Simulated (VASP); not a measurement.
# Sb (F-43m) in VASP: notebook, part 2 of 3

VASP 6.6.1. The steps go on from the part before.

## Step 3: Single point, PBE

This run uses another cell than the first one, of 57.57 Å³/atom.

Input file INCAR:

```
SYSTEM = Sb
  ALGO = Normal
  EDIFF = 1E-7
  ENCUT = 520
  GGA = PE
  ISIF = 2
  ISMEAR = 0
  LASPH = .TRUE.
  LCHARG = .TRUE.
  LELF = .TRUE.
  LREAL = .FALSE.
  LVHAR = .TRUE.
  LWAVE = .FALSE.
  NBANDS = 18
  NELM = 60
  PREC = Accurate
  SIGMA = 0.1
```

Input file KPOINTS:

```
k-points
0
G
  4 4 4
  0 0 0
```

Input file POSCAR:

```
Sb
1.0
    0.0000000000      4.8648802374      4.8648802374
    4.8648802374      0.0000000000      4.8648802374
    4.8648802374      4.8648802374      0.0000000000
Sb
4
Direct
    0.3960665459      0.3960665459      0.3960665459
    0.3960665459      0.3960665459      0.8118003524
    0.3960665459      0.8118003524      0.3960665459
    0.8118003524      0.3960665459      0.3960665459
```

Potentials or basis: VASP PAW PBE potentials, release 64 (Sb).

The run is started by

```
cat potpaw_PBE.64/Sb/POTCAR > POTCAR
mpirun -np 1 vasp_std > vasp.out
```

Run time: 49 s. Hardware: 1 thread of AMD EPYC 7R13 (Zen 3), shared host; peak memory 0.35 GiB.

The run converged. Its results:

* Free energy: -15.5381 eV
* Pressure: 0.1 GPa
* Largest force: 0.065 eV/Å
* Band gap on the k mesh: 1.73 eV (least direct gap 1.81 eV)

Forces on the atoms (eV/Å):
```
Sb  -0.037 -0.037 -0.037
Sb   0.037  0.037 -0.037
Sb   0.037 -0.037  0.037
Sb  -0.037  0.037  0.037
```

Levels at points of the mesh, in eV from the valence-band top:
| k point | band 6 | band 7 | band 8 | band 9 | band 10 | band 11 | band 12 | band 13 | band 14 | band 15 |
| --- | --- | --- | --- | --- | --- | --- | --- | --- | --- | --- |
| (0.00, 0.00, 0.00) | -1.74 | -1.74 | -1.74 | -0.61 | -0.61 | 3.75 | 4.00 | 4.00 | 4.00 | 4.85 |
| (0.50, 0.00, 0.00) | -1.39 | -1.39 | -0.95 | -0.24 | -0.24 | 1.73 | 2.08 | 2.08 | 4.05 | 4.62 |
| (0.50, 0.50, 0.00) | -2.04 | -0.69 | -0.69 | -0.57 | 0.00 | 1.81 | 1.92 | 1.92 | 2.27 | 4.63 |

Caveat: spin-orbit coupling is left out, which moves the levels of the heavy elements. A k mesh can miss the band edges.

## Step 4: Relaxation of cell and atoms, PBE

Input file INCAR:

```
SYSTEM = Sb
  ALGO = Normal
  EDIFF = 1E-6
  EDIFFG = -0.04
  ENCUT = 600
  GGA = PE
  IBRION = 2
  ISIF = 3
  ISMEAR = 0
  LASPH = .True.
  LCHARG = .False.
  LREAL = .False.
  LWAVE = .False.
  NELM = 60
  NSW = 90
  PREC = Accurate
  SIGMA = 0.1
```

Input file KPOINTS:

```
k-points
0
Gamma
  4 4 4
  0 0 0
```

Input file POSCAR:

```
Sb
1.0
    0.0000000000      4.1400974700      4.1400974700
    4.1400974700      0.0000000000      4.1400974700
    4.1400974700      4.1400974700      0.0000000000
Sb
4
Direct
    0.3821260400      0.3821260400      0.3821260400
    0.3821260400      0.3821260400      0.8536218700
    0.3821260400      0.8536218700      0.3821260400
    0.8536218700      0.3821260400      0.3821260400
```

Potentials or basis: VASP PAW PBE potentials, release 64 (Sb).

The run is started by

```
cat potpaw_PBE.64/Sb/POTCAR > POTCAR
mpirun -np 1 vasp_std > vasp.out
```

OUTCAR:

```text
SYSTEM = Sb
   EDIFF = 1E-6
   EDIFFG = -0.04
   ENCUT = 600
   GGA = PE
   IBRION = 2
   ISIF = 3
   ISMEAR = 0
   LASPH = .True.
   LREAL = .False.
   NELM = 60
   NSW = 90
   PREC = Accurate

 ion  position               nearest neighbor table
   1  0.382  0.382  0.382-   2 2.76   3 2.76   4 2.76   2 3.09   3 3.09   4 3.09
   2  0.382  0.382  0.854-   1 2.76   3 2.76   4 2.76   1 3.09   3 3.09   4 3.09
   3  0.382  0.854  0.382-   1 2.76   2 2.76   4 2.76   2 3.09   1 3.09   4 3.09
   4  0.854  0.382  0.382-   1 2.76   2 2.76   3 2.76   1 3.09   2 3.09   3 3.09

  LATTYP: Found a face centered cubic cell.
 ALAT       =     8.2801949400

  Lattice vectors:

 A1 = (   0.0000000000,   4.1400974700,   4.1400974700)
 A2 = (   4.1400974700,   0.0000000000,   4.1400974700)
 A3 = (   4.1400974700,   4.1400974700,   0.0000000000)

Analysis of symmetry for initial positions (statically):
=====================================================================
 Subroutine PRICEL returns:
 Original cell was already a primitive cell.

 Routine SETGRP: Setting up the symmetry group for a
 face centered cubic supercell.

 Subroutine GETGRP returns: Found 24 space group operations
 (whereof 24 operations were pure point group operations)
 out of a pool of 48 trial point group operations.

The static configuration has the point symmetry T_d .

Analysis of symmetry for dynamics (positions and initial velocities):
=====================================================================
 Subroutine PRICEL returns:
 Original cell was already a primitive cell.

 Routine SETGRP: Setting up the symmetry group for a
 face centered cubic supercell.

 Subroutine GETGRP returns: Found 24 space group operations
 (whereof 24 operations were pure point group operations)
 out of a pool of 48 trial point group operations.

The dynamic configuration has the point symmetry T_d .

 Subroutine INISYM returns: Found 24 space group operations
 (whereof 24 operations are pure point group operations),
 and found     1 'primitive' translations

----------------------------------------------------------------------------------------

                                     Primitive cell

  volume of cell :     141.9259

  direct lattice vectors                    reciprocal lattice vectors
[... 106 lines left out ...]
 non-spin polarized calculation
 Gauss-broadening in eV      SIGMA  =   0.10
  energy-cutoff  :      600.00
  volume of cell :      141.93
 maximum number of plane-waves:      4766
 NGX is ok and might be reduce to    48
   NGX = 23   NGY = 23   NGZ = 23

--------------------------------------- Ionic step        1  -------------------------------------------

 number of electron      20.0000000 magnetization

 Free energy of the ion-electron system (eV)
  ---------------------------------------------------
  ext. energy  EPLUGINS =         0.00000000
  ---------------------------------------------------
  free energy    TOTEN  =       -13.73950300 eV

  energy without entropy =      -13.73950246  energy(sigma->0) =      -13.73950273

 E-fermi :   5.4476     XC(G=0):  -8.3304

 val. band max:        5.1442147466   @ k =   0.5000   0.5000   0.0000
 cond. band min:       5.7619334303   @ k =  -0.2500   0.5000   0.2500
 fundamental gap:      0.6177186837
 Fermi energy:         5.4476455840

 k-point     1 :       0.0000    0.0000    0.0000
  band No.  band energies     occupation
      1      -8.0704      2.00000
      2      -2.1172      2.00000
      3      -2.1172      2.00000
      4      -2.1172      2.00000
      5      -1.8863      2.00000
      6       1.3462      2.00000
      7       1.3462      2.00000
      8       1.3462      2.00000
      9       3.2556      2.00000
     10       3.2556      2.00000
     11       7.0930      0.00000
     12       9.4985      0.00000
     13       9.4985      0.00000
     14       9.4985      0.00000
[... 224 lines left out ...]
  FREE ENERGIE OF THE ION-ELECTRON SYSTEM (eV)
  ---------------------------------------------------
  free  energy   TOTEN  =       -14.9286258715 eV

  energy  without entropy=      -14.9274606477  energy(sigma->0) =      -14.92804326

[... ionic steps 4 to 9 ...]

--------------------------------------- Ionic step       10  -------------------------------------------

 number of electron      19.9999997 magnetization

------------------------ aborting loop because EDIFF is reached ----------------------------------------
[... 71 lines left out ...]
--------------------------------------- Ionic step       12  -------------------------------------------

 number of electron      19.9999998 magnetization

 Free energy of the ion-electron system (eV)
  ---------------------------------------------------
  ext. energy  EPLUGINS =         0.00000000
  ---------------------------------------------------
  free energy    TOTEN  =       -15.53696287 eV

  energy without entropy =      -15.53696287  energy(sigma->0) =      -15.53696287

 E-fermi :   1.2353     XC(G=0):  -6.4137

 val. band max:        0.7848954273   @ k =   0.5000   0.5000   0.0000
 cond. band min:       2.4648206522   @ k =   0.5000   0.0000   0.0000
 fundamental gap:      1.6799252249
 Fermi energy:         1.2352874961

 k-point     1 :       0.0000    0.0000    0.0000
  band No.  band energies     occupation
      1     -10.3403      2.00000
      2      -6.1670      2.00000
      3      -6.1670      2.00000
      4      -6.1670      2.00000
      5      -2.8832      2.00000
      6      -0.9948      2.00000
      7      -0.9948      2.00000
      8      -0.9948      2.00000
      9       0.1506      2.00000
     10       0.1506      2.00000
     11       4.4966      0.00000
     12       4.7806      0.00000
     13       4.7806      0.00000
     14       4.7806      0.00000
[... 148 lines left out ...]
  FREE ENERGIE OF THE ION-ELECTRON SYSTEM (eV)
  ---------------------------------------------------
  free  energy   TOTEN  =       -15.5369628657 eV

  energy  without entropy=      -15.5369628657  energy(sigma->0) =      -15.53696287

 reached required accuracy - stopping structural energy minimisation
```

CONTCAR:

```text
Sb
   1.00000000000000
     0.0000000000000000    4.8490464809099940    4.8490464809099940
     4.8490464809099940   -0.0000000000000000    4.8490464809099940
     4.8490464809099940    4.8490464809099940   -0.0000000000000000
  Sb
     4
Direct
     0.3955144779818779    0.3955144779818779    0.3955144779818779
     0.3955144779818779    0.3955144779818779    0.8134565560543724
     0.3955144779818779    0.8134565560543724    0.3955144779818779
     0.8134565560543724    0.3955144779818779    0.3955144779818779

  0.00000000E+00  0.00000000E+00  0.00000000E+00
  0.00000000E+00  0.00000000E+00  0.00000000E+00
  0.00000000E+00  0.00000000E+00  0.00000000E+00
  0.00000000E+00  0.00000000E+00  0.00000000E+00
```

Run time: 4.2 min. Hardware: 1 thread of AMD EPYC 7R13 (Zen 3), shared host; peak memory 0.29 GiB.

What came out:

| Property | Result |
| --- | --- |
| Free energy | -15.5370 eV |
| Relaxed volume | 57.01 Å³/atom |
| Relaxed cell | a = 6.858 Å, b = 6.858 Å, c = 6.858 Å, α = 60.00°, β = 60.00°, γ = 60.00° |
| Space group after relaxing (to 0.1 Å) | F-43m (No. 216) |
| Energy gained by relaxing | 449.4 meV/atom |
| Ionic steps | 12 |
| Pressure after relaxing | 0.0 GPa |
| Largest force after relaxing | 0.013 eV/Å |
| Band gap on the k mesh | 1.68 eV (least direct gap 1.76 eV) |

Forces in eV/Å, atoms in the order of the input:
```
Sb   0.008  0.008  0.008
Sb  -0.008 -0.008  0.008
Sb  -0.008  0.008 -0.008
Sb   0.008 -0.008 -0.008
```

Step by step:
```
step  energy change (eV)  largest force (eV/Å)  pressure (GPa)  volume (Å³)
   1              0.0000                0.2061           12.96       141.93
   2             -0.7632                2.2029           -3.60       209.39
   3             -1.1891                1.7316            0.16       178.26
   4             -1.5847                0.7828            0.39       187.62
   5             -1.7154                0.2609            1.47       196.85
   6             -1.7680                0.4561           -0.55       215.69
   7             -1.7716                0.3107           -0.18       211.55
   8             -1.7884                0.1540           -0.06       217.16
   9             -1.7962                0.0314            0.13       223.67
  10             -1.7964                0.0693            0.17       224.99
  11             -1.7965                0.0940           -0.18       231.04
  12             -1.7975                0.0134           -0.01       228.03
```

Final structure:
```
Sb
1.0
     0.00000    4.84905    4.84905
     4.84905    0.00000    4.84905
     4.84905    4.84905    0.00000
Sb
4
Direct
  0.39551 0.39551 0.39551
  0.39551 0.39551 0.81346
  0.39551 0.81346 0.39551
  0.81346 0.39551 0.39551
```

Caveat: the volume moved by over 15 % at a fixed basis, so the end points are rough; spin-orbit coupling is left out, which moves the levels of the heavy elements. A k mesh can miss the band edges.

## Step 5: Single point, PBE

This run uses another cell than the first one, of 53.85 Å³/atom.

Input file INCAR:

```
ALGO     = Normal         # electronic algorithm
EDIFF    = 1E-6           # SCF threshold, eV
ENCUT    = 520            # plane-wave cutoff, eV
GGA      = PE             # functional
ISIF     = 2              # what is computed and relaxed
ISMEAR   = 0              # smearing method
LASPH    = T              # aspherical terms in the spheres
LCHARG   = T              # write CHGCAR
LELF     = T              # ELF
LREAL    = F              # projectors in reciprocal space
LVHAR    = T            
LWAVE    = F              # write WAVECAR
NBANDS   = 18             # bands
NELM     = 100            # most SCF steps
PREC     = Accurate       # precision mode
SIGMA    = 0.02           # smearing width, eV
```

Input file KPOINTS:

```
k-points
0
Gamma
  6 6 6
```

Input file POSCAR:

```
Sb
1.0
    0.0000000000      4.7577753591      4.7577753591
    4.7577753591      0.0000000000      4.7577753591
    4.7577753591      4.7577753591      0.0000000000
Sb
4
Direct
    0.8565931243      0.4302206271      0.8565931243
    0.8565931243      0.8565931243      0.8565931243
    0.4302206271      0.8565931243      0.8565931243
    0.8565931243      0.8565931243      0.4302206271
```

The run is started by

```
cat potpaw_PBE.64/Sb/POTCAR > POTCAR
mpirun -np 1 vasp_std > vasp.out
```

Run time: 82 s. Hardware: 1 thread of AMD EPYC 7R13 (Zen 3), shared host; peak memory 0.31 GiB.

The run converged. Its results:

```
Free energy            : -15.5694 eV
Pressure               : 0.1 GPa
Largest force          : 0.052 eV/Å
Band gap on the k mesh : 1.51 eV (least direct gap 1.60 eV)
```

Forces on the atoms (eV/Å):
```
Sb  -0.030  0.030 -0.030
Sb   0.030  0.030  0.030
Sb   0.030 -0.030 -0.030
Sb  -0.030 -0.030  0.030
```

Levels at points of the mesh, in eV from the valence-band top:
```
           k point  band 6  band 7  band 8  band 9  band 10  band 11  band 12  band 13  band 14  band 15
(0.00, 0.00, 0.00)   -1.96   -1.96   -1.96   -0.75    -0.75     3.54     4.08     4.08     4.08     4.97
(0.50, 0.00, 0.00)   -1.56   -1.56   -0.91   -0.26    -0.26     1.51     1.85     1.85     4.13     4.45
(0.50, 0.50, 0.00)   -2.19   -0.66   -0.66   -0.60     0.00     1.60     1.68     1.68     2.06     4.75
```

Caveat: spin-orbit coupling is left out, which moves the levels of the heavy elements. A k mesh can miss the band edges.

(Part 2 of 3 ends here.)
